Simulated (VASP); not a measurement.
The system is WSe2.

```xyz
3
Lattice="1.6405 0.9471 6.5796 -1.6405 0.9471 6.5796 0.0000 -1.8943 6.5796" Properties=species:S:1:pos:R:3 pbc="T T T"
W     0.0000    0.0000   -0.0004
Se    0.0000    0.0000    8.2511
Se    0.0000    0.0000    4.9086
```

This cell differs from its parent crystal: biaxial xy strain -0.6%.

Base run:

| Property | Result |
| --- | --- |
| Program | VASP 6.6.1 |
| Functional | PBE |
| Potentials or basis | VASP PAW PBE potentials, release 64 (W_sv, Se) |
| Cutoff | 500 eV |
| k mesh | 10 × 10 × 10 |
| Occupations | fermi-dirac, width 0.02 eV |
| Spin | no spin polarisation |

Its results: band gap on the k mesh 1.09 eV (least direct gap 1.93 eV); pressure 4.8 GPa; largest force 0.333 eV/Å.

Problem. The run is repeated on the same cell with these changes: functional from PBE to r2SCAN; cutoff from 500 eV to 550 eV; occupations from fermi-dirac, width 0.02 eV to gaussian, width 0.01 eV. What comes out?

Solution. Band gap on the k mesh 1.21 eV (least direct gap 2.04 eV); pressure 2.8 GPa; largest force 0.009 eV/Å.

Caveats: spin-orbit coupling is left out, which moves the levels of the heavy elements; the cell stands under pressure (at least some runs); the PAW data sets were made with another functional, which shifts forces and pressure a little (at least some runs).

A k mesh can miss the band edges.
